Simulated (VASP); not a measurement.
# Tl (R-3m) in VASP: further runs

Runs on Tl. Level: LDA. Tasks: electric field gradients.

Program: VASP 6.6.1. These are calculated values, not measurements. Logs are shortened: lines on timing, memory, paths and dates and some standing lists are left out, and cuts for length are marked.

### 1 The cell of the first run

It takes space group R-3m (No. 166, trigonal). Conventional cell: a = 5.545 Å, b = 5.545 Å, c = 3.295 Å, α = 90.00°, β = 90.00°, γ = 120.00°. Tl (site symmetry -3m) has 14 Tl at 3.29 to 3.88 Å within 4.3 Å.

### 2 Electric field gradients, LDA (equal xy, yz and zx shear strains of -2 %)

INCAR reads:

```
SYSTEM = Tl
PREC = Accurate
ENCUT = 520
EDIFF = 1E-8
ISMEAR = -1
SIGMA = 0.05
LREAL = .False.
LASPH = .True.
NELM = 100
ALGO = Normal
ISIF = 2
LWAVE = .False.
LCHARG = .False.
LEFG = .True.
NBANDS = 12
```

KPOINTS reads:

```
Automatic mesh
0
Gamma
  13 13 13
  0 0 0
```

POSCAR reads:

```
Tl
1.0
   -1.9798200000      1.9410000000      1.9410000000
    1.9410000000     -1.9798200000      1.9410000000
    1.9410000000      1.9410000000     -1.9798200000
Tl
1
Direct
    0.0000000000      0.0000000000      0.0000000000
```

Potentials or basis: VASP PAW LDA potentials, release 64 (Tl_d).

Run with:

```
cat potpaw_LDA.64/Tl_d/POTCAR > POTCAR
mpirun -np 1 vasp_std > vasp.out
```

OUTCAR:

```text
SYSTEM = Tl
   PREC = Accurate
   ENCUT = 520
   EDIFF = 1E-8
   ISMEAR = -1
   LREAL = .False.
   LASPH = .True.
   NELM = 100
   ISIF = 2

 ion  position               nearest neighbor table
   1  0.000  0.000  0.000-

  LATTYP: Found a trigonal (rhomboedric) cell.
 ALAT       =     3.3844717804
 COS(alpha) =    -0.3420602552

  Lattice vectors:

 A1 = (  -1.9798200000,   1.9410000000,   1.9410000000)
 A2 = (   1.9410000000,  -1.9798200000,   1.9410000000)
 A3 = (   1.9410000000,   1.9410000000,  -1.9798200000)

Analysis of symmetry for initial positions (statically):
=====================================================================
 Subroutine PRICEL returns:
 Original cell was already a primitive cell.

 Routine SETGRP: Setting up the symmetry group for a
 trigonal (rhombohedral) supercell.

 Subroutine GETGRP returns: Found 12 space group operations
 (whereof 12 operations were pure point group operations)
 out of a pool of 12 trial point group operations.

The static configuration has the point symmetry D_3d.

Analysis of symmetry for dynamics (positions and initial velocities):
=====================================================================
 Subroutine PRICEL returns:
 Original cell was already a primitive cell.

 Routine SETGRP: Setting up the symmetry group for a
 trigonal (rhombohedral) supercell.

 Subroutine GETGRP returns: Found 12 space group operations
 (whereof 12 operations were pure point group operations)
 out of a pool of 12 trial point group operations.

The dynamic configuration has the point symmetry D_3d.

 Subroutine INISYM returns: Found 12 space group operations
 (whereof 12 operations are pure point group operations),
 and found     1 'primitive' translations

----------------------------------------------------------------------------------------

                                     Primitive cell

  volume of cell :      29.2419

  direct lattice vectors                    reciprocal lattice vectors
    -1.979820000  1.941000000  1.941000000     0.005205075  0.260253764  0.260253764
     1.941000000 -1.979820000  1.941000000     0.260253764  0.005205075  0.260253764
     1.941000000  1.941000000 -1.979820000     0.260253764  0.260253764  0.005205075

  length of vectors
     3.384471780  3.384471780  3.384471780     0.368091206  0.368091206  0.368091206

  position of ions in fractional coordinates (direct lattice)
     0.000000000  0.000000000  0.000000000

  ion indices of the primitive-cell ions
   primitive index   ion index
                 1           1

----------------------------------------------------------------------------------------

 KPOINTS: Automatic mesh

Automatic generation of k-mesh.
 Grid dimensions read from file:
 generate k-points for:   13   13   13

 Generating k-lattice:

  Cartesian coordinates                     Fractional coordinates (reciprocal lattice)
     0.000400390  0.020019520  0.020019520     0.076923077  0.000000000  0.000000000
     0.020019520  0.000400390  0.020019520     0.000000000  0.076923077  0.000000000
     0.020019520  0.020019520  0.000400390     0.000000000  0.000000000  0.076923077

  Length of vectors
     0.028314708  0.028314708  0.028314708

  Shift w.r.t. Gamma in fractional coordinates (k-lattice)
     0.000000000  0.000000000  0.000000000

 Subroutine IBZKPT returns following result:
 ===========================================

 Found    231 irreducible k-points:

 Following reciprocal coordinates:
            Coordinates               Weight
  0.000000  0.000000  0.000000      1.000000
  0.076923 -0.000000 -0.000000      6.000000
  0.153846  0.000000  0.000000      6.000000
  0.230769 -0.000000 -0.000000      6.000000
  0.307692  0.000000  0.000000      6.000000
  0.384615 -0.000000 -0.000000      6.000000
[... 16 lines left out ...]
  0.384615  0.153846  0.000000     12.000000
  0.461538  0.153846  0.000000     12.000000
 [... further k-points ...]
   k-points           NKPTS =    231   k-points in BZ     NKDIM =    231   number of bands    NBANDS=     12
   number of dos      NEDOS =    301   number of ions     NIONS =      1
   total plane-waves  NPLWV =  21952
   dimension x,y,z NGX =    28 NGY =   28 NGZ =   28
   dimension x,y,z NGXF=    56 NGYF=   56 NGZF=   56
   ions per type =               1
   NGX,Y,Z   is equivalent  to a cutoff of  13.75, 13.75, 13.75 a.u.
   NGXF,Y,Z  is equivalent  to a cutoff of  27.51, 27.51, 27.51 a.u.
 SYSTEM =  Tl
   PREC   = accura    normal or accurate (medium, high low for compatibility)
   ISTART =      0    job   : 0-new  1-cont  2-samecut
   ICHARG =      2    charge: 1-file 2-atom 10-const
   ISPIN  =      1    spin polarized calculation?
   LNONCOLLINEAR =      F non collinear calculations
   LSORBIT =      F    spin-orbit coupling
   LASPH  =      T    aspherical Exc in radial PAW
   ENCUT  =  520.0 eV  38.22 Ry    6.18 a.u.   6.29  6.29  6.29*2*pi/ulx,y,z
   NELM   =    100;   NELMIN=  2; NELMDL= -5     # of ELM steps
   EDIFF  = 0.1E-07   stopping-criterion for ELM
   LREAL  =      F    real-space projection
   EDIFFG = 0.1E-06   stopping-criterion for IOM
   NSW    =      0    number of steps for IOM
   IBRION =     -1    ionic relax: 0-MD 1-quasi-New 2-CG
   NFREE  =      0    steps in history (QN), initial steepest desc. (CG)
   ISIF   =      2    stress and relaxation
   ISYM   =      2    0-nonsym 1-usesym 2-fastsym
   POTIM  = 0.5000    time-step for ionic-motion
   TEBEG  =    0.0;   TEEND  =   0.0 temperature during run
   PSTRESS=    0.0 pullay stress
   NELECT =      13.0000    total number of electrons
   NUPDOWN=      -1.0000    fix difference up-down
   EMIN   =  10.00;   EMAX   =-10.00  energy-range for DOS
   EFERMI =   0.00;   METHOD = LEGACY
   ISMEAR =    -1;   SIGMA  =   0.05  broadening in eV -4-tet -1-fermi 0-gaus
   EFERMI_NEDOS =   21; number of points for ismear=-14 and -15
   IALGO  =     38    algorithm
   IMIX   =      4    mixing-type and parameters
     AMIX     =   0.40;   BMIX     =  1.00
     AMIX_MAG =   1.60;   BMIX_MAG =  1.00
  volume/ion in A,a.u.               =      29.24       197.33
  Fermi-wavevector in a.u.,A,eV,Ry     =   1.249456  2.361129 21.240588  1.561139
  Thomas-Fermi vector in A             =   2.383495
   LORBIT       =      0    0 simple, 1 ext, 2 COOP (PROOUT), +10 PAW based schemes
   GGA     = CA    functional components
   LHFCALC =     F    Hartree Fock is set to
   AEXX    =    0.0000 exact exchange contribution
   IVDW    =     0    specifies the selected vdW correction
   LEPSILON=     F    determine dielectric tensor
   LRPA    =     F    only Hartree local field effects (RPA)
 non-spin polarized calculation
  energy-cutoff  :      520.00
  volume of cell :       29.24
 maximum number of plane-waves:       808
 NGX is ok and might be reduce to    28
   NGX = 13   NGY = 13   NGZ = 13

 number of electron      13.0000001 magnetization

 Free energy of the ion-electron system (eV)
  ---------------------------------------------------
  ext. energy  EPLUGINS =         0.00000000
  ---------------------------------------------------
  free energy    TOTEN  =        -2.91440464 eV

  energy without entropy =       -2.90942549  energy(sigma->0) =       -2.91191506

 E-fermi :   6.0217     XC(G=0): -10.3960

 val. band max:        6.0204848592   @ k =   0.3077   0.2308   0.2308
 cond. band min:       6.0307345295   @ k =  -0.3846  -0.4615   0.2308
 fundamental gap:      0.0102496704
 Fermi energy:         6.0216769142

 k-point     1 :       0.0000    0.0000    0.0000
  band No.  band energies     occupation
      1      -5.6020      2.00000
      2      -5.5120      2.00000
      3      -5.5120      2.00000
      4      -5.1204      2.00000
      5      -5.1204      2.00000
      6      -3.8601      2.00000
      7      16.3096      0.00000
      8      16.3096      0.00000
      9      16.9904      0.00000
     10      18.1154      0.00000
     11      18.5629      0.00000
     12      18.5629      0.00000
[... 331 lines left out ...]
 k-point    24 :       0.4615    0.1538    0.0000
  band No.  band energies     occupation
      1      -5.6679      2.00000
      2      -5.5709      2.00000
      3      -5.1775      2.00000
      4      -5.1573      2.00000
      5      -4.9331      2.00000
      6       1.0595      2.00000
      7       4.3401      2.00000
      8       9.2716      0.00000
      9      12.4210      0.00000
     10      17.2681      0.00000
     11      19.9124      0.00000
     12      20.5248      0.00000

 [... further k-points ...]

------------------------ aborting loop because EDIFF is reached ----------------------------------------

  FORCE on cell =-STRESS in cart. coord.  units (eV):
  Direction    XX          YY          ZZ          XY          YZ          ZX
  --------------------------------------------------------------------------------------
  -------------------------------------------------------------------------------------
  Total       -0.4418045     -0.4418045     -0.4418045      0.0342741      0.0342741      0.0342741
  in kB      -24.2066849    -24.2066849    -24.2066849      1.8778949      1.8778949      1.8778949
  external PRESSURE =     -24.2066849 kB  Pullay stress =       0.0000000 kB

 VOLUME and BASIS-vectors are now :
 -----------------------------------------------------------------------------
  energy-cutoff  :      520.00
  volume of cell :       29.24
      direct lattice vectors                 reciprocal lattice vectors
    -1.979820000  1.941000000  1.941000000     0.005205075  0.260253764  0.260253764
     1.941000000 -1.979820000  1.941000000     0.260253764  0.005205075  0.260253764
     1.941000000  1.941000000 -1.979820000     0.260253764  0.260253764  0.005205075

 POSITION                                       TOTAL-FORCE (eV/Angst)
 -----------------------------------------------------------------------------------
      0.00000      0.00000      0.00000         0.000000      0.000000      0.000000
 -----------------------------------------------------------------------------------
    total drift:                               -0.000000     -0.000000     -0.000000

  FREE ENERGIE OF THE ION-ELECTRON SYSTEM (eV)
  ---------------------------------------------------
  free  energy   TOTEN  =        -2.9144046360 eV

  energy  without entropy=       -2.9094254919  energy(sigma->0) =       -2.91191506

 Electric field gradients (V/A^2)
---------------------------------------------------------------------
 ion       V_xx      V_yy      V_zz      V_xy      V_xz      V_yz
---------------------------------------------------------------------
   1       0.000    -0.000     0.000   -13.503   -13.503   -13.503
---------------------------------------------------------------------

 Electric field gradients after diagonalization (V/A^2)
 (convention: |V_zz| > |V_xx| > |V_yy|)
----------------------------------------------------------------------
 ion       V_xx      V_yy      V_zz     asymmetry (V_yy - V_xx)/ V_zz
----------------------------------------------------------------------
   1      13.503    13.503   -27.005       0.000
----------------------------------------------------------------------

           NMR quadrupolar parameters

 Cq : quadrupolar parameter    Cq=e*Q*V_zz/h
 eta: asymmetry parameters     (V_yy - V_xx)/ V_zz
 Q  : nuclear electric quadrupole moment in mb (millibarn)
----------------------------------------------------------------------
 ion       Cq(MHz)       eta       Q (mb)
----------------------------------------------------------------------
   1      -0.065       0.000       1.000
----------------------------------------------------------------------
```

Wall time 1.8 min (1 thread of Intel Xeon 8259CL, shared host); peak memory 0.2 GiB.

What came out:

```yaml
Free_energy: -2.9144 eV
Pressure: -2.4 GPa
Band_gap_on_the_k_mesh: zero (an odd number of electrons rules out a gap without spin polarisation)
Largest_electric_field_gradient_by_atom: Tl -27.0 V/Å²
```

Stress tensor (GPa, compression positive):
```
-2.42  0.19  0.19
 0.19 -2.42  0.19
 0.19  0.19 -2.42
```

Levels at points of the mesh, in eV from the Fermi level:
```
           k point  band 3  band 4  band 5  band 6  band 7  band 8  band 9  band 10
(0.00, 0.00, 0.00)  -11.53  -11.14  -11.14   -9.88   10.29   10.29   10.97    12.09
```

Electric field gradients, principal values (V/Å²):
```
atom   least  middle  greatest (by size)
1 Tl  13.503  13.503             -27.005
```

Caveat: the cell differs from its parent crystal (equal xy, yz and zx shear strains of -2 %); without QUAD_EFG the Cq values of the log hold for a quadrupole moment of 1 mb, not for the nuclei; spin-orbit coupling is left out, which moves the levels of the heavy elements.

### 3 Electric field gradients, LDA (equal xy, yz and zx shear strains of -1 %)

INCAR reads:

```
PREC = Accurate
ENCUT = 520
EDIFF = 1E-8
ISMEAR = -1
SIGMA = 0.05
LREAL = F
LASPH = T
NELM = 100
ALGO = Normal
ISIF = 2
LWAVE = F
LCHARG = F
GGA = CA
LEFG = T
NBANDS = 12
```

KPOINTS reads:

```
Automatic mesh
0
Gamma
  13 13 13
```

POSCAR reads:

```
Tl
1.0
   -1.9604100000      1.9410000000      1.9410000000
    1.9410000000     -1.9604100000      1.9410000000
    1.9410000000      1.9410000000     -1.9604100000
Tl
1
Direct
    0.0000000000      0.0000000000      0.0000000000
```

Potentials or basis: VASP PAW LDA potentials, release 64 (Tl_d).

Run with:

```
cat potpaw_LDA.64/Tl_d/POTCAR > POTCAR
mpirun -np 1 vasp_std > vasp.out
```

OUTCAR:

```text
PREC = Accurate
   ENCUT = 520
   EDIFF = 1E-8
   ISMEAR = -1
   LREAL = F
   LASPH = T
   NELM = 100
   ISIF = 2
   GGA = CA

 ion  position               nearest neighbor table
   1  0.000  0.000  0.000-

  LATTYP: Found a trigonal (rhomboedric) cell.
 ALAT       =     3.3731542165
 COS(alpha) =    -0.3377371610

  Lattice vectors:

 A1 = (  -1.9604100000,   1.9410000000,   1.9410000000)
 A2 = (   1.9410000000,  -1.9604100000,   1.9410000000)
 A3 = (   1.9410000000,   1.9410000000,  -1.9604100000)

Analysis of symmetry for initial positions (statically):
=====================================================================
 Subroutine PRICEL returns:
 Original cell was already a primitive cell.

[... 543 lines left out ...]
  in kB      -24.4065791    -24.4065791    -24.4065791      0.6243028      0.6243028      0.6243028
  external PRESSURE =     -24.4065791 kB  Pullay stress =       0.0000000 kB

 VOLUME and BASIS-vectors are now :
 -----------------------------------------------------------------------------
  energy-cutoff  :      520.00
  volume of cell :       29.25
      direct lattice vectors                 reciprocal lattice vectors
    -1.960410000  1.941000000  1.941000000     0.002589067  0.258906654  0.258906654
     1.941000000 -1.960410000  1.941000000     0.258906654  0.002589067  0.258906654
     1.941000000  1.941000000 -1.960410000     0.258906654  0.258906654  0.002589067

 POSITION                                       TOTAL-FORCE (eV/Angst)
 -----------------------------------------------------------------------------------
      0.00000      0.00000      0.00000         0.000000      0.000000      0.000000
 -----------------------------------------------------------------------------------
    total drift:                               -0.000000     -0.000000     -0.000000

  FREE ENERGIE OF THE ION-ELECTRON SYSTEM (eV)
  ---------------------------------------------------
  free  energy   TOTEN  =        -2.9149722075 eV

  energy  without entropy=       -2.9096370875  energy(sigma->0) =       -2.91230465

 Electric field gradients (V/A^2)
---------------------------------------------------------------------
 ion       V_xx      V_yy      V_zz      V_xy      V_xz      V_yz
---------------------------------------------------------------------
   1       0.000    -0.000     0.000    -6.355    -6.355    -6.355
---------------------------------------------------------------------

 Electric field gradients after diagonalization (V/A^2)
 (convention: |V_zz| > |V_xx| > |V_yy|)
----------------------------------------------------------------------
 ion       V_xx      V_yy      V_zz     asymmetry (V_yy - V_xx)/ V_zz
----------------------------------------------------------------------
   1       6.355     6.355   -12.710       0.000
----------------------------------------------------------------------

           NMR quadrupolar parameters

 Cq : quadrupolar parameter    Cq=e*Q*V_zz/h
 eta: asymmetry parameters     (V_yy - V_xx)/ V_zz
 Q  : nuclear electric quadrupole moment in mb (millibarn)
----------------------------------------------------------------------
 ion       Cq(MHz)       eta       Q (mb)
----------------------------------------------------------------------
   1      -0.031       0.000       1.000
----------------------------------------------------------------------
```

OSZICAR:

```text
N       E                     dE             d eps       ncg     rms          rms(c)
DAV:   1     0.504932266746E+02    0.50493E+02   -0.66697E+03  5880   0.938E+02
DAV:   2    -0.235115121664E+01   -0.52844E+02   -0.51819E+02  6340   0.213E+02
DAV:   3    -0.294395492832E+01   -0.59280E+00   -0.59202E+00  6532   0.205E+01
DAV:   4    -0.294663136610E+01   -0.26764E-02   -0.26763E-02  6276   0.160E+00
DAV:   5    -0.294666308220E+01   -0.31716E-04   -0.31716E-04  6436   0.169E-01    0.206E+00
DAV:   6    -0.292030380841E+01    0.26359E-01   -0.41392E-02  5984   0.189E+00    0.146E+00
DAV:   7    -0.291540346566E+01    0.49003E-02   -0.12241E-02  6132   0.997E-01    0.624E-01
DAV:   8    -0.291497143094E+01    0.43203E-03   -0.47219E-04  6216   0.221E-01    0.303E-02
DAV:   9    -0.291497241063E+01   -0.97969E-06   -0.27407E-06  6392   0.184E-02    0.497E-03
DAV:  10    -0.291497220677E+01    0.20386E-06   -0.42032E-07  6496   0.697E-03    0.340E-04
DAV:  11    -0.291497220752E+01   -0.75329E-09   -0.54287E-09  4016   0.695E-04
   1 F= -.29149722E+01 E0= -.29123046E+01  d E =-.533512E-02
```

Run time: 2 min. Hardware: 1 thread of Intel Xeon 8259CL, shared host; peak memory 0.2 GiB.

Results:

```yaml
Free_energy: -2.9150 eV
Pressure: -2.4 GPa
Band_gap_on_the_k_mesh: zero (an odd number of electrons rules out a gap without spin polarisation)
Largest_electric_field_gradient_by_atom: Tl -12.7 V/Å²
```

Stress tensor (GPa, compression positive):
```
-2.44  0.06  0.06
 0.06 -2.44  0.06
 0.06  0.06 -2.44
```

Levels at points of the mesh, in eV from the Fermi level:
| k point | band 3 | band 4 | band 5 | band 6 | band 7 | band 8 | band 9 | band 10 |
| --- | --- | --- | --- | --- | --- | --- | --- | --- |
| (0.00, 0.00, 0.00) | -11.54 | -11.14 | -11.14 | -9.87 | 10.44 | 10.44 | 10.76 | 12.22 |

Electric field gradients, principal values (V/Å²):
```tsv
atom	least	middle	greatest (by size)
1 Tl	6.355	6.355	-12.710
```

Caveat: the cell differs from its parent crystal (equal xy, yz and zx shear strains of -1 %); without QUAD_EFG the Cq values of the log hold for a quadrupole moment of 1 mb, not for the nuclei; spin-orbit coupling is left out, which moves the levels of the heavy elements.

(Continued in part 2 of 2.)

The gap in the log of VASP goes by the Fermi energy; the results here count the filled bands.